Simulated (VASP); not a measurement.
A run of VASP 6.6.1:

POSCAR

```
KBr
1.0
    0.0000000000      3.2925000000      3.2925000000
    3.2925000000      0.0000000000      3.2925000000
    3.2925000000      3.2925000000      0.0000000000
K Br
1 1
Direct
    0.0000000000      0.0000000000      0.0000000000
    0.4060412402      0.5000000000      0.5000000000
```

File INCAR.step1:

```
SYSTEM = KBr
ALGO     = Normal         ! electronic algorithm
EDIFF    = 1E-4           ! SCF threshold, eV
ENCUT    = 520            ! plane-wave cutoff, eV
GGA      = PE             ! functional
ISMEAR   = 0              ! smearing method
LASPH    = .TRUE.         ! aspherical terms in the spheres
LCHARG   = .FALSE.        ! write CHGCAR
LREAL    = .FALSE.        ! projectors in reciprocal space
LWAVE    = .TRUE.         ! write WAVECAR
NBANDS   = 15             ! bands
NELM     = 60             ! most SCF steps
PREC     = Accurate       ! precision mode
SIGMA    = 0.05           ! smearing width, eV
```

The input INCAR.step2:

```
SYSTEM = KBr
ALGO     = Normal         ! electronic algorithm
EDIFF    = 1E-6           ! SCF threshold, eV
ENCUT    = 520            ! plane-wave cutoff, eV
ISIF     = 2              ! what is computed and relaxed
ISMEAR   = 0              ! smearing method
ISTART   = 1            
LASPH    = .TRUE.         ! aspherical terms in the spheres
LCHARG   = .FALSE.        ! write CHGCAR
LMIXTAU  = .TRUE.       
LREAL    = .FALSE.        ! projectors in reciprocal space
LWAVE    = .FALSE.        ! write WAVECAR
METAGGA  = R2SCAN         ! meta-GGA
NBANDS   = 15             ! bands
NELM     = 60             ! most SCF steps
PREC     = Accurate       ! precision mode
SIGMA    = 0.05           ! smearing width, eV
```

The input KPOINTS:

```
k-points
0
G
  6 6 6
  0 0 0
```

Potentials or basis: VASP PAW PBE potentials, release 64 (K_sv, Br).

Command:

```sh
$ cat potpaw_PBE.64/K_sv/POTCAR potpaw_PBE.64/Br/POTCAR > POTCAR
$ cp INCAR.step1 INCAR
$ mpirun -np 1 vasp_std > vasp.out
$ cp INCAR.step2 INCAR
$ mpirun -np 1 vasp_std > vasp.out
```

Hardware: 1 thread of Intel(R) Xeon(R) 6975P-C (Granite Rapids), on a shared host.

Problem. Estimate the wall time of this run.

Solution. Wall time 110 s on 1 thread of Intel(R) Xeon(R) 6975P-C (Granite Rapids) (shared host), peak memory 0.24 GiB. Counts: k points 46.
